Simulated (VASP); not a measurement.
# Ni in VASP: a series of runs

Ni is run at these levels: PBE; tasks: single point.

Program: VASP 6.6.1. These are calculated values, not measurements. Logs are shortened: lines on timing, memory, paths and dates and some standing lists are left out, and cuts for length are marked.

### 1 The cell of the first run

It takes space group Fmmm (No. 69, orthorhombic). The conventional cell has a = 3.260 Å, b = 3.518 Å, c = 3.776 Å, α = 90.00°, β = 90.00°, γ = 90.00°. Within 3.3 Å of Ni (site symmetry mmm) lie 14 Ni at 2.40 to 3.26 Å.

### 2 Single point, PBE, collinear spin, ferromagnetic start

Input file INCAR:

```
ALGO = Normal ; EDIFF = 1E-7
ENCUT = 520 ; GGA = PE
ISIF = 2 ; ISMEAR = 0
ISPIN = 2 ; LASPH = T
LCHARG = F ; LMAXMIX = 4
LORBIT = 11 ; LREAL = F
LWAVE = F ; MAGMOM = 0.75
NBANDS = 15 ; NELM = 150
PREC = Accurate ; SIGMA = 0.15
```

Input file KPOINTS:

```
k-points
0
Gamma
  22 22 22
```

Input file POSCAR:

```
Ni
1.0
    0.0000000000      1.8879849516      1.7590468197
    1.6301086878      0.0000000000      1.7590468197
    1.6301086878      1.8879849516      0.0000000000
Ni
1
Direct
    0.0000000000      0.0000000000      0.0000000000
```

Potentials or basis: VASP PAW PBE potentials, release 64 (Ni).

Started as:

```
> cat potpaw_PBE.64/Ni/POTCAR > POTCAR
> mpirun -np 1 vasp_std > vasp.out
```

OUTCAR:

```text
EDIFF = 1E-7
   ENCUT = 520
   GGA = PE
   ISIF = 2
   ISMEAR = 0
   ISPIN = 2
   LASPH = T
   LORBIT = 11
   LREAL = F
   NELM = 150
   PREC = Accurate

 ion  position               nearest neighbor table
   1  0.000  0.000  0.000-

  LATTYP: Found a face centered orthorhombic cell.
 ALAT       =     3.2602173756
 B/A-ratio  =     1.0790978742
 C/A-ratio  =     1.1581957484

  Lattice vectors:

 A1 = (   0.0000000000,   1.8879849516,  -1.7590468197)
 A2 = (   1.6301086878,   1.8879849516,   0.0000000000)
 A3 = (   1.6301086878,   0.0000000000,  -1.7590468197)

Analysis of symmetry for initial positions (statically):
=====================================================================
 Subroutine PRICEL returns:
 Original cell was already a primitive cell.

 Routine SETGRP: Setting up the symmetry group for a
 face centered orthorhombic supercell.

 Subroutine GETGRP returns: Found  8 space group operations
 (whereof  8 operations were pure point group operations)
 out of a pool of  8 trial point group operations.

The static configuration has the point symmetry D_2h.

Analysis of symmetry for dynamics (positions and initial velocities):
=====================================================================
 Subroutine PRICEL returns:
 Original cell was already a primitive cell.

 Routine SETGRP: Setting up the symmetry group for a
 face centered orthorhombic supercell.

 Subroutine GETGRP returns: Found  8 space group operations
 (whereof  8 operations were pure point group operations)
 out of a pool of  8 trial point group operations.

The dynamic configuration has the point symmetry D_2h.

Analysis of structural, dynamic, and magnetic symmetry:
=====================================================================
 Subroutine PRICEL returns:
 Original cell was already a primitive cell.

 Routine SETGRP: Setting up the symmetry group for a
 face centered orthorhombic supercell.

 Subroutine GETGRP returns: Found  8 space group operations
 (whereof  8 operations were pure point group operations)
 out of a pool of  8 trial point group operations.

The overall configuration has the point symmetry D_2h.

 Subroutine INISYM returns: Found  8 space group operations
 (whereof  8 operations are pure point group operations),
 and found     1 'primitive' translations

----------------------------------------------------------------------------------------

                                     Primitive cell

  volume of cell :      10.8274

  direct lattice vectors                    reciprocal lattice vectors
[... 124 lines left out ...]

 Free energy of the ion-electron system (eV)
  ---------------------------------------------------
  ext. energy  EPLUGINS =         0.00000000
  ---------------------------------------------------
  free energy    TOTEN  =        -5.43857232 eV

  energy without entropy =       -5.41806945  energy(sigma->0) =       -5.42832088

 E-fermi :   9.4193     XC(G=0): -13.2814

 val. band max:        9.4190203606   @ k =   0.5000   0.0000   0.4091
 cond. band min:       9.4206007505   @ k =  -0.2273   0.0455   0.1818
 fundamental gap:      0.0015803899
 Fermi energy:         9.4193348592

 spin component 1

 k-point     1 :       0.0000    0.0000    0.0000
  band No.  band energies     occupation
      1       0.4030      1.00000
      2       6.6085      1.00000
      3       7.1051      1.00000
      4       7.4980      1.00000
      5       7.7315      1.00000
      6       8.5566      1.00000
      7      33.5380      0.00000
      8      36.3460      0.00000
      9      37.1472      0.00000
     10      38.1144      0.00000
     11      39.8731      0.00000
     12      40.3230      0.00000
     13      40.7346      0.00000
     14      42.1570      0.00000
[... 403 lines left out ...]
      4       8.3517      1.00000
      5       8.8383      1.00000
      6       9.6194      0.02960
      7      15.4990      0.00000
      8      29.8799      0.00000
      9      32.1443      0.00000
     10      35.3349      0.00000
     11      37.5603      0.00000
     12      39.5479      0.00000
     13      44.6775      0.00000
     14      52.5647      0.00000
     15      55.2472      0.00000

 [... further k-points ...]

 spin component 2

 k-point     1 :       0.0000    0.0000    0.0000
  band No.  band energies     occupation
      1       0.3735      1.00000
      2       7.3370      1.00000
      3       7.8488      1.00000
      4       8.1988      1.00000
      5       8.3201      1.00000
      6       9.1193      0.99766
      7      33.3883      0.00000
      8      36.2525      0.00000
      9      37.1303      0.00000
     10      38.1624      0.00000
     11      39.9098      0.00000
     12      40.4287      0.00000
     13      40.8881      0.00000
     14      42.0570      0.00000
[... 403 lines left out ...]
      4       8.7024      1.00000
      5       9.5092      0.19844
      6      10.0491      0.00000
      7      15.8850      0.00000
      8      29.8341      0.00000
      9      32.2172      0.00000
     10      35.3801      0.00000
     11      37.6125      0.00000
     12      39.5747      0.00000
     13      44.7661      0.00000
     14      52.7015      0.00000
     15      56.2643      0.00000

 [... further k-points ...]

------------------------ aborting loop because EDIFF is reached ----------------------------------------

  FORCE on cell =-STRESS in cart. coord.  units (eV):
  Direction    XX          YY          ZZ          XY          YZ          ZX
  --------------------------------------------------------------------------------------
  -------------------------------------------------------------------------------------
  Total        0.5868047     -0.5111314      0.3721795      0.0000000      0.0000000      0.0000000
  in kB       86.8323815    -75.6346280     55.0732298      0.0000000      0.0000000      0.0000000
  external PRESSURE =      22.0903278 kB  Pullay stress =       0.0000000 kB

 VOLUME and BASIS-vectors are now :
 -----------------------------------------------------------------------------
  energy-cutoff  :      520.00
  volume of cell :       10.83
      direct lattice vectors                 reciprocal lattice vectors
     0.000000000  1.887984952  1.759046820    -0.306728014  0.264832619  0.284244850
     1.630108688  0.000000000  1.759046820     0.306728014 -0.264832619  0.284244850
     1.630108688  1.887984952  0.000000000     0.306728014  0.264832619 -0.284244850

 POSITION                                       TOTAL-FORCE (eV/Angst)
 -----------------------------------------------------------------------------------
      0.00000      0.00000      0.00000         0.000000      0.000000      0.000000
 -----------------------------------------------------------------------------------
    total drift:                                0.000000      0.000000      0.000000

  FREE ENERGIE OF THE ION-ELECTRON SYSTEM (eV)
  ---------------------------------------------------
  free  energy   TOTEN  =        -5.4385723154 eV

  energy  without entropy=       -5.4180694509  energy(sigma->0) =       -5.42832088

 total charge

# of ion       s       p       d       tot
------------------------------------------
    1        0.499   0.500   8.323   9.323

 magnetization (x)

# of ion       s       p       d       tot
------------------------------------------
    1       -0.006  -0.023   0.648   0.619
```

OSZICAR:

```text
N       E                     dE             d eps       ncg     rms          rms(c)
DAV:   1     0.329911096628E+02    0.32991E+02   -0.42145E+03 97476   0.859E+02
DAV:   2    -0.502143594836E+01   -0.38013E+02   -0.35328E+02104372   0.162E+02
DAV:   3    -0.643889258114E+01   -0.14175E+01   -0.14041E+01113164   0.308E+01
DAV:   4    -0.644734210216E+01   -0.84495E-02   -0.84480E-02111788   0.226E+00
DAV:   5    -0.644744171593E+01   -0.99614E-04   -0.99613E-04115871   0.221E-01    0.986E+00
DAV:   6    -0.576412610633E+01    0.68332E+00   -0.12904E+01133327   0.395E+01    0.579E+00
DAV:   7    -0.545589197484E+01    0.30823E+00   -0.22312E+00126647   0.148E+01    0.195E+00
DAV:   8    -0.544129038331E+01    0.14602E-01   -0.25616E-02118141   0.109E+00    0.932E-01
DAV:   9    -0.543900685784E+01    0.22835E-02   -0.17726E-03154120   0.257E-01    0.249E-01
DAV:  10    -0.543858189099E+01    0.42497E-03   -0.41552E-04156972   0.113E-01    0.421E-02
DAV:  11    -0.543857170417E+01    0.10187E-04   -0.58562E-05142479   0.557E-02    0.274E-02
DAV:  12    -0.543857261216E+01   -0.90799E-06   -0.10684E-06115750   0.913E-03    0.117E-02
DAV:  13    -0.543857251186E+01    0.10030E-06   -0.28984E-07127693   0.517E-03    0.468E-03
DAV:  14    -0.543857236946E+01    0.14241E-06   -0.89249E-08 92206   0.317E-03    0.117E-03
DAV:  15    -0.543857231545E+01    0.54006E-07   -0.10163E-08 65696   0.894E-04
   1 F= -.54385723E+01 E0= -.54283209E+01  d E =-.205029E-01  mag=     0.6088
```

stdout:

```text
POSCAR found type information on POSCAR Ni
 POSCAR found :  1 types and       1 ions
 scaLAPACK will be used
 LDA part: xc-table for (Slater+PW92), standard interpolation
 POSCAR, INCAR and KPOINTS ok, starting setup
 FFT: planning ... GRIDC
 FFT: planning ... GRID_SOFT
 FFT: planning ... GRID
 WAVECAR not read
 entering main loop
```

Wall time 4.2 min (1 thread of Intel Xeon 6975P-C (Granite Rapids), shared host); peak memory 0.46 GiB.

What came out:

```yaml
Free_energy: -5.4386 eV
Pressure: 2.2 GPa
Net_moment: 0.61 μB per cell
Site_moments: Ni +0.62 μB
Valence_electrons_inside_the_program's_atomic_spheres: Ni 9.32
```

Stress tensor (GPa, compression positive):
```
 8.68  0.00  0.00
 0.00 -7.56  0.00
 0.00  0.00  5.51
```

Levels at points of the mesh, in eV from the Fermi level:
Spin up:
```
           k point  band 1  band 2  band 3  band 4  band 5  band 6  band 7  band 8  band 9  band 10
(0.00, 0.00, 0.00)   -9.02   -2.81   -2.31   -1.92   -1.69   -0.86   24.12   26.93   27.73    28.70
(0.50, 0.00, 0.00)   -4.81   -2.78   -1.95   -0.70   -0.41   -0.22    5.82   20.53   23.93    25.71
(0.50, 0.50, 0.00)   -4.65   -4.05   -0.72   -0.60   -0.14    2.44    9.24   15.15   15.26    20.06
(0.50, 0.00, 0.50)   -4.73   -4.11   -0.55   -0.47   -0.36    0.93    7.43   16.76   16.93    21.48
(0.00, 0.50, 0.50)   -4.55   -4.21   -0.59   -0.54   -0.22    4.40   11.38   13.14   13.18    18.37
```
Spin down:
| k point | band 2 | band 3 | band 4 | band 5 | band 6 | band 7 | band 8 | band 9 |
| --- | --- | --- | --- | --- | --- | --- | --- | --- |
| (0.00, 0.00, 0.00) | -2.08 | -1.57 | -1.22 | -1.10 | -0.30 | 23.97 | 26.83 | 27.71 |
| (0.50, 0.00, 0.00) | -2.17 | -1.36 | -0.27 | 0.01 | 0.34 | 6.23 | 20.49 | 23.97 |
| (0.50, 0.50, 0.00) | -3.43 | -0.02 | 0.05 | 0.72 | 2.41 | 9.49 | 15.13 | 15.31 |
| (0.50, 0.00, 0.50) | -3.48 | 0.11 | 0.23 | 0.49 | 0.88 | 7.71 | 16.75 | 16.96 |
| (0.00, 0.50, 0.50) | -3.67 | 0.09 | 0.25 | 0.64 | 4.38 | 11.57 | 13.17 | 13.19 |

Caveat: the cell differs from its parent crystal (strain +e along x and -e along y -0.0733, strain +e along z and -e/2 along x and y +0.0000).

### 3 Single point, PBE, collinear spin, ferromagnetic start

Input file INCAR:

```
PREC     = Accurate       # precision mode
ENCUT    = 520            # plane-wave cutoff, eV
EDIFF    = 1E-6           # SCF threshold, eV
ISMEAR   = 0              # smearing method
SIGMA    = 0.15           # smearing width, eV
LREAL    = False          # projectors in reciprocal space
LASPH    = True           # aspherical terms in the spheres
NELM     = 150            # most SCF steps
ALGO     = Normal         # electronic algorithm
ISIF     = 2              # what is computed and relaxed
LWAVE    = False          # write WAVECAR
LCHARG   = True           # write CHGCAR
ISPIN    = 2              # spin polarisation
MAGMOM   = 0.75           # initial moments
LORBIT   = 11             # projections on sites
LMAXMIX  = 4              # l up to which the mixer works
GGA      = PE             # functional
LELF     = True           # ELF
LVHAR    = True         
NBANDS   = 15             # bands
```

Input file KPOINTS:

```
regular mesh
0
Gamma
  22 22 22
```

Input file POSCAR:

```
Ni
1.0
    0.0000000000      1.8000326106      1.9349515017
    1.5421563468      0.0000000000      1.9349515017
    1.5421563468      1.8000326106      0.0000000000
Ni
1
Direct
    0.0000000000      0.0000000000      0.0000000000
```

Potentials or basis: VASP PAW PBE potentials, release 64 (Ni).

Started as:

```
> cat potpaw_PBE.64/Ni/POTCAR > POTCAR
> mpirun -np 1 vasp_std > vasp.out
```

OUTCAR:

```text
PREC = Accurate
   ENCUT = 520
   EDIFF = 1E-6
   ISMEAR = 0
   LREAL = False
   LASPH = True
   NELM = 150
   ISIF = 2
   ISPIN = 2
   LORBIT = 11
   GGA = PE

 ion  position               nearest neighbor table
   1  0.000  0.000  0.000-

  LATTYP: Found a face centered orthorhombic cell.
 ALAT       =     3.0843126936
 B/A-ratio  =     1.1672179765
 C/A-ratio  =     1.2547051443

  Lattice vectors:

 A1 = (   0.0000000000,   1.8000326106,   1.9349515017)
 A2 = (   1.5421563468,   0.0000000000,   1.9349515017)
 A3 = (   1.5421563468,   1.8000326106,   0.0000000000)

Analysis of symmetry for initial positions (statically):
=====================================================================
 Subroutine PRICEL returns:
 Original cell was already a primitive cell.

 Routine SETGRP: Setting up the symmetry group for a
 face centered orthorhombic supercell.

 Subroutine GETGRP returns: Found  8 space group operations
 (whereof  8 operations were pure point group operations)
 out of a pool of  8 trial point group operations.

The static configuration has the point symmetry D_2h.

Analysis of symmetry for dynamics (positions and initial velocities):
=====================================================================
 Subroutine PRICEL returns:
 Original cell was already a primitive cell.

 Routine SETGRP: Setting up the symmetry group for a
 face centered orthorhombic supercell.

 Subroutine GETGRP returns: Found  8 space group operations
 (whereof  8 operations were pure point group operations)
 out of a pool of  8 trial point group operations.

The dynamic configuration has the point symmetry D_2h.

Analysis of structural, dynamic, and magnetic symmetry:
=====================================================================
 Subroutine PRICEL returns:
 Original cell was already a primitive cell.

 Routine SETGRP: Setting up the symmetry group for a
 face centered orthorhombic supercell.

 Subroutine GETGRP returns: Found  8 space group operations
 (whereof  8 operations were pure point group operations)
 out of a pool of  8 trial point group operations.

The overall configuration has the point symmetry D_2h.

[... 163 lines left out ...]
      7      34.2283      0.00000
      8      36.1688      0.00000
      9      37.1977      0.00000
     10      39.3862      0.00000
     11      40.2061      0.00000
     12      41.1194      0.00000
     13      41.5350      0.00000
     14      41.6260      0.00000
[... 403 lines left out ...]
      4       8.5357      1.00000
      5       8.8972      1.00000
      6       9.8993      0.00006
      7      15.7318      0.00000
      8      28.4380      0.00000
      9      32.4801      0.00000
     10      35.3232      0.00000
     11      38.8103      0.00000
     12      40.5592      0.00000
     13      46.4251      0.00000
     14      51.5782      0.00000
     15      55.3478      0.00000

 [... further k-points ...]

 spin component 2

 k-point     1 :       0.0000    0.0000    0.0000
  band No.  band energies     occupation
      1       0.4377      1.00000
      2       7.3540      1.00000
      3       7.9352      1.00000
      4       8.1742      1.00000
      5       8.5731      1.00000
      6       9.2864      0.97378
      7      34.0977      0.00000
      8      36.0594      0.00000
      9      37.1577      0.00000
     10      39.4731      0.00000
     11      40.2007      0.00000
     12      41.2449      0.00000
     13      41.5510      0.00000
     14      41.6980      0.00000
[... 403 lines left out ...]
      4       8.8613      1.00000
      5       9.4966      0.48309
      6      10.3238      0.00000
      7      16.1027      0.00000
      8      28.4447      0.00000
      9      32.5102      0.00000
     10      35.3962      0.00000
     11      38.8718      0.00000
     12      40.5823      0.00000
     13      46.4593      0.00000
     14      51.7106      0.00000
     15      56.5278      0.00000

 [... further k-points ...]

------------------------ aborting loop because EDIFF is reached ----------------------------------------

  FORCE on cell =-STRESS in cart. coord.  units (eV):
  Direction    XX          YY          ZZ          XY          YZ          ZX
  --------------------------------------------------------------------------------------
  -------------------------------------------------------------------------------------
  Total        0.7722482      0.6331889     -0.4911183      0.0000000      0.0000000      0.0000000
  in kB      115.1751128     94.4354409    -73.2466660      0.0000000      0.0000000      0.0000000
  external PRESSURE =      45.4546292 kB  Pullay stress =       0.0000000 kB

 VOLUME and BASIS-vectors are now :
 -----------------------------------------------------------------------------
  energy-cutoff  :      520.00
  volume of cell :       10.74
      direct lattice vectors                 reciprocal lattice vectors
     0.000000000  1.800032611  1.934951502    -0.324221342  0.277772745  0.258404409
     1.542156347  0.000000000  1.934951502     0.324221342 -0.277772745  0.258404409
     1.542156347  1.800032611  0.000000000     0.324221342  0.277772745 -0.258404409

 POSITION                                       TOTAL-FORCE (eV/Angst)
 -----------------------------------------------------------------------------------
      0.00000      0.00000      0.00000         0.000000      0.000000      0.000000
 -----------------------------------------------------------------------------------
    total drift:                                0.000000     -0.000000     -0.000000

  FREE ENERGIE OF THE ION-ELECTRON SYSTEM (eV)
  ---------------------------------------------------
  free  energy   TOTEN  =        -5.3987276194 eV

  energy  without entropy=       -5.3783473110  energy(sigma->0) =       -5.38853747

 total charge

# of ion       s       p       d       tot
------------------------------------------
    1        0.501   0.504   8.334   9.340

 magnetization (x)

# of ion       s       p       d       tot
------------------------------------------
    1       -0.005  -0.021   0.612   0.587
```

stdout:

```text
POSCAR found type information on POSCAR Ni
 POSCAR found :  1 types and       1 ions
 scaLAPACK will be used
 LDA part: xc-table for (Slater+PW92), standard interpolation
 POSCAR, INCAR and KPOINTS ok, starting setup
 FFT: planning ... GRIDC
 FFT: planning ... GRID_SOFT
 FFT: planning ... GRID
 WAVECAR not read
 entering main loop
```

Wall time 4.9 min (1 thread of Intel Xeon Platinum 8488C (Sapphire Rapids), shared host); peak memory 0.45 GiB.

Results:

| Property | Result |
| --- | --- |
| Free energy | -5.3987 eV |
| Pressure | 4.5 GPa |
| Net moment | 0.58 μB per cell |
| Site moments | Ni +0.59 μB |
| Valence electrons inside the program's atomic spheres | Ni 9.34 |

Caveat: the cell differs from its parent crystal (strain +e along x and -e along y -0.0733, strain +e along z and -e/2 along x and y +0.1000); the cell stands under pressure.

(Continued in part 2 of 2.)
